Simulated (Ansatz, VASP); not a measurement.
C: VASP beside Ansatz

```
C
1.0
     2.46125    0.00000    0.00000
    -1.23062    2.13150    0.00000
     0.00000    0.00000    4.16530
C
4
Direct
  0.33333 0.66667 0.00006
  0.66667 0.33333 0.50006
  0.33333 0.66667 0.37394
  0.66667 0.33333 0.87394
```

Change from the starting cell: strained cell.

Alike in both runs: functional PBEsol; k mesh 9 × 9 × 6; occupations gaussian, width 0.02 eV; no spin polarisation.

Ansatz relaxed the structure, and its values are those at the end. VASP's run is a single point on that final structure, the one shown.

|  | VASP | Ansatz |
| --- | --- | --- |
| version | VASP 6.6.1 | Ansatz 0.2.0 |
| potentials or method | VASP PAW PBE potentials, release 64 (C_h), cutoff 1300 eV | scalar-relativistic, plane waves, PAW |
| valence electrons in the cell | 16 | 16 |

Ansatz gave:

- gap on the k mesh at the Fermi level (eV): 2.89
- least direct gap on the mesh (eV): 4.94
- pressure (GPa): 13.8

Problem. Which values does VASP return?

Solution. gap on the k mesh at the Fermi level (eV): 2.88; least direct gap on the mesh (eV): 4.94; pressure (GPa): 14.1.

VASP's potentials were made for PBE, not for PBEsol, and Ansatz warns of the same on its side. With one functional, cell and mesh, what is left measures potentials, basis and numerics. Ansatz's warnings: stress scf threshold loose.
